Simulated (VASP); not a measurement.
# As (Fmmm) in VASP: further runs

Runs on As. Level: PBE. Tasks: single point, relaxation of cell and atoms.

Everything below comes from runs of VASP 6.6.1. Logs are shortened: lines on timing, memory, paths and dates and some standing lists are left out, and cuts for length are marked.

## 1. The cell of the first run

The typed cell holds 1 atom: a = 3.287 Å, b = 3.287 Å, c = 2.735 Å, α = 65.43°, β = 65.41°, γ = 49.17°.

## 2. Single point, PBE

INCAR reads:

```
SYSTEM = As
PREC     = Accurate       ! precision mode
ENCUT    = 520            ! plane-wave cutoff, eV
EDIFF    = 1E-7           ! SCF threshold, eV
ISMEAR   = 0              ! smearing method
SIGMA    = 0.1            ! smearing width, eV
LREAL    = .False.        ! projectors in reciprocal space
LASPH    = .True.         ! aspherical terms in the spheres
NELM     = 80             ! most SCF steps
ALGO     = Normal         ! electronic algorithm
ISIF     = 2              ! what is computed and relaxed
LWAVE    = .False.        ! write WAVECAR
LCHARG   = .True.         ! write CHGCAR
GGA      = PE             ! functional
LELF     = .True.         ! ELF
LVHAR    = .True.       
NBANDS   = 8              ! bands
```

KPOINTS reads:

```
regular mesh
0
Gamma
  22 22 22
  0 0 0
```

POSCAR reads:

```
As
1.0
    0.0000000000      1.9343681098      2.6579535510
    1.9333485715      0.0000000000      2.6579535510
    1.9333485715      1.9343681098      0.0000000000
As
1
Direct
    0.0000000000      0.0000000000      0.0000000000
```

Potentials or basis: VASP PAW PBE potentials, release 64 (As).

Launch:

```console
$ cat potpaw_PBE.64/As/POTCAR > POTCAR
$ mpirun -np 1 vasp_std > vasp.out
```

OUTCAR:

```text
SYSTEM = As
   PREC = Accurate
   ENCUT = 520
   EDIFF = 1E-7
   ISMEAR = 0
   LREAL = .False.
   LASPH = .True.
   NELM = 80
   ISIF = 2
   GGA = PE

 ion  position               nearest neighbor table
   1  0.000  0.000  0.000-

  LATTYP: Found a face centered orthorhombic cell.
 ALAT       =     3.8666971430
 B/A-ratio  =     1.0005273432
 C/A-ratio  =     1.3747927250

  Lattice vectors:

 A1 = (   0.0000000000,   1.9343681098,   2.6579535510)
 A2 = (   1.9333485715,   0.0000000000,   2.6579535510)
 A3 = (   1.9333485715,   1.9343681098,   0.0000000000)

Analysis of symmetry for initial positions (statically):
=====================================================================
 Subroutine PRICEL returns:
 Original cell was already a primitive cell.

 Routine SETGRP: Setting up the symmetry group for a
 face centered orthorhombic supercell.

 Subroutine GETGRP returns: Found  8 space group operations
 (whereof  8 operations were pure point group operations)
 out of a pool of  8 trial point group operations.

The static configuration has the point symmetry D_2h.

Analysis of symmetry for dynamics (positions and initial velocities):
=====================================================================
 Subroutine PRICEL returns:
 Original cell was already a primitive cell.

 Routine SETGRP: Setting up the symmetry group for a
 face centered orthorhombic supercell.

 Subroutine GETGRP returns: Found  8 space group operations
 (whereof  8 operations were pure point group operations)
 out of a pool of  8 trial point group operations.

The dynamic configuration has the point symmetry D_2h.

 Subroutine INISYM returns: Found  8 space group operations
 (whereof  8 operations are pure point group operations),
 and found     1 'primitive' translations

----------------------------------------------------------------------------------------

                                     Primitive cell

  volume of cell :      19.8805

  direct lattice vectors                    reciprocal lattice vectors
     0.000000000  1.934368110  2.657953551    -0.258618651  0.258482342  0.188114649
     1.933348572  0.000000000  2.657953551     0.258618651 -0.258482342  0.188114649
     1.933348572  1.934368110  0.000000000     0.258618651  0.258482342 -0.188114649

  length of vectors
     3.287323693  3.286723867  2.734888788     0.411198066  0.411198066  0.411198066

  position of ions in fractional coordinates (direct lattice)
     0.000000000  0.000000000  0.000000000
[... 73 lines left out ...]
   LASPH  =      T    aspherical Exc in radial PAW
   ENCUT  =  520.0 eV  38.22 Ry    6.18 a.u.   6.11  6.11  5.09*2*pi/ulx,y,z
   NELM   =     80;   NELMIN=  2; NELMDL= -5     # of ELM steps
   EDIFF  = 0.1E-06   stopping-criterion for ELM
   LREAL  =      F    real-space projection
   EDIFFG = 0.1E-05   stopping-criterion for IOM
   NSW    =      0    number of steps for IOM
   IBRION =     -1    ionic relax: 0-MD 1-quasi-New 2-CG
   NFREE  =      0    steps in history (QN), initial steepest desc. (CG)
   ISIF   =      2    stress and relaxation
   ISYM   =      2    0-nonsym 1-usesym 2-fastsym
   POTIM  = 0.5000    time-step for ionic-motion
   TEBEG  =    0.0;   TEEND  =   0.0 temperature during run
   PSTRESS=    0.0 pullay stress
   NELECT =       5.0000    total number of electrons
   NUPDOWN=      -1.0000    fix difference up-down
   EMIN   =  10.00;   EMAX   =-10.00  energy-range for DOS
   EFERMI =   0.00;   METHOD = LEGACY
   ISMEAR =     0;   SIGMA  =   0.10  broadening in eV -4-tet -1-fermi 0-gaus
   EFERMI_NEDOS =   21; number of points for ismear=-14 and -15
   IALGO  =     38    algorithm
   IMIX   =      4    mixing-type and parameters
     AMIX     =   0.40;   BMIX     =  1.00
     AMIX_MAG =   1.60;   BMIX_MAG =  1.00
  volume/ion in A,a.u.               =      19.88       134.16
  Fermi-wavevector in a.u.,A,eV,Ry     =   1.033370  1.952787 14.529036  1.067854
  Thomas-Fermi vector in A             =   2.167614
   LORBIT       =      0    0 simple, 1 ext, 2 COOP (PROOUT), +10 PAW based schemes
   GGA     = PE    functional components
   LHFCALC =     F    Hartree Fock is set to
   AEXX    =    0.0000 exact exchange contribution
   IVDW    =     0    specifies the selected vdW correction
   LEPSILON=     F    determine dielectric tensor
   LRPA    =     F    only Hartree local field effects (RPA)
 non-spin polarized calculation
 Gauss-broadening in eV      SIGMA  =   0.10
  energy-cutoff  :      520.00
  volume of cell :       19.88
 maximum number of plane-waves:       550
   NGX = 13   NGY = 13   NGZ = 11

 number of electron       4.9999999 magnetization

 Free energy of the ion-electron system (eV)
  ---------------------------------------------------
  ext. energy  EPLUGINS =         0.00000000
  ---------------------------------------------------
  free energy    TOTEN  =        -4.19535831 eV

  energy without entropy =       -4.19316828  energy(sigma->0) =       -4.19426330

 E-fermi :   6.0217     XC(G=0): -10.5422

 val. band max:        6.0213054734   @ k =  -0.3636  -0.0000   0.1818
 cond. band min:       6.0383275959   @ k =  -0.4091   0.0909   0.0000
 fundamental gap:      0.0170221225
 Fermi energy:         6.0217188968

 k-point     1 :       0.0000    0.0000    0.0000
  band No.  band energies     occupation
      1      -8.8290      2.00000
      2       9.2974      0.00000
      3      12.0755      0.00000
      4      12.0783      0.00000
      5      15.7498      0.00000
      6      17.0573      0.00000
      7      20.3487      0.00000
      8      20.4548      0.00000
[... 243 lines left out ...]
 k-point    24 :      -0.4545    0.0455    0.0000
  band No.  band energies     occupation
      1      -4.4808      2.00000
      2      -0.3446      2.00000
      3       6.6601      0.00000
      4      12.4469      0.00000
      5      12.9642      0.00000
      6      19.3895      0.00000
      7      20.8017      0.00000
      8      21.8371      0.00000

 [... further k-points ...]
[... 5 lines left out ...]
  --------------------------------------------------------------------------------------
  -------------------------------------------------------------------------------------
  Total        0.0188268      0.0168795      0.0034283      0.0000000      0.0000000      0.0000000
  in kB        1.5172613      1.3603295      0.2762869      0.0000000      0.0000000      0.0000000
  external PRESSURE =       1.0512926 kB  Pullay stress =       0.0000000 kB

 VOLUME and BASIS-vectors are now :
 -----------------------------------------------------------------------------
  energy-cutoff  :      520.00
  volume of cell :       19.88
      direct lattice vectors                 reciprocal lattice vectors
     0.000000000  1.934368110  2.657953551    -0.258618651  0.258482342  0.188114649
     1.933348572  0.000000000  2.657953551     0.258618651 -0.258482342  0.188114649
     1.933348572  1.934368110  0.000000000     0.258618651  0.258482342 -0.188114649

 POSITION                                       TOTAL-FORCE (eV/Angst)
 -----------------------------------------------------------------------------------
      0.00000      0.00000      0.00000         0.000000     -0.000000      0.000000
 -----------------------------------------------------------------------------------
    total drift:                                0.000000      0.000000     -0.000000

  FREE ENERGIE OF THE ION-ELECTRON SYSTEM (eV)
  ---------------------------------------------------
  free  energy   TOTEN  =        -4.1953583138 eV

  energy  without entropy=       -4.1931682769  energy(sigma->0) =       -4.19426330
```

OSZICAR:

```text
N       E                     dE             d eps       ncg     rms          rms(c)
DAV:   1     0.245127022932E+01    0.24513E+01   -0.21026E+03 24600   0.470E+02
DAV:   2    -0.413077189086E+01   -0.65820E+01   -0.63426E+01 33064   0.492E+01
DAV:   3    -0.420111889268E+01   -0.70347E-01   -0.70162E-01 28680   0.544E+00
DAV:   4    -0.420117381462E+01   -0.54922E-04   -0.54921E-04 37816   0.172E-01
DAV:   5    -0.420117383002E+01   -0.15401E-07   -0.15060E-07 28880   0.180E-03    0.194E+00
DAV:   6    -0.419705369068E+01    0.41201E-02   -0.30300E-03 29600   0.283E-01    0.113E+00
DAV:   7    -0.419534300611E+01    0.17107E-02   -0.57642E-03 28896   0.396E-01    0.478E-02
DAV:   8    -0.419535831216E+01   -0.15306E-04   -0.12153E-04 30480   0.775E-02    0.611E-03
DAV:   9    -0.419535881140E+01   -0.49924E-06   -0.85830E-07 36264   0.750E-03    0.471E-03
DAV:  10    -0.419535834407E+01    0.46733E-06   -0.21860E-07 30280   0.294E-03    0.327E-04
DAV:  11    -0.419535831376E+01    0.30314E-07   -0.45184E-09 15080   0.483E-04
   1 F= -.41953583E+01 E0= -.41942633E+01  d E =-.219004E-02
```

Run time: 72 s. Hardware: 1 thread of Intel Xeon Platinum 8488C (Sapphire Rapids), shared host; peak memory 0.34 GiB.

What came out:

* Free energy: -4.1954 eV
* Pressure: 0.1 GPa
* Band gap on the k mesh: zero (an odd number of electrons rules out a gap without spin polarisation)

Stress tensor (GPa, compression positive):
```
0.15 0.00 0.00
0.00 0.14 0.00
0.00 0.00 0.03
```

Levels at points of the mesh, in eV from the Fermi level:
| k point | band 1 | band 2 | band 3 | band 4 | band 5 | band 6 |
| --- | --- | --- | --- | --- | --- | --- |
| (0.00, 0.00, 0.00) | -14.85 | 3.28 | 6.05 | 6.06 | 9.73 | 11.04 |
| (0.50, 0.00, 0.00) | -10.48 | -6.44 | 0.90 | 6.08 | 6.95 | 13.43 |
| (0.50, 0.50, 0.00) | -11.85 | -6.51 | 3.76 | 3.77 | 8.10 | 8.93 |
| (0.50, 0.00, 0.50) | -7.20 | -4.45 | -1.81 | 1.26 | 4.01 | 5.70 |
| (0.00, 0.50, 0.50) | -7.20 | -4.44 | -1.82 | 1.25 | 4.00 | 5.69 |

(Part 1 of 2 ends here.)
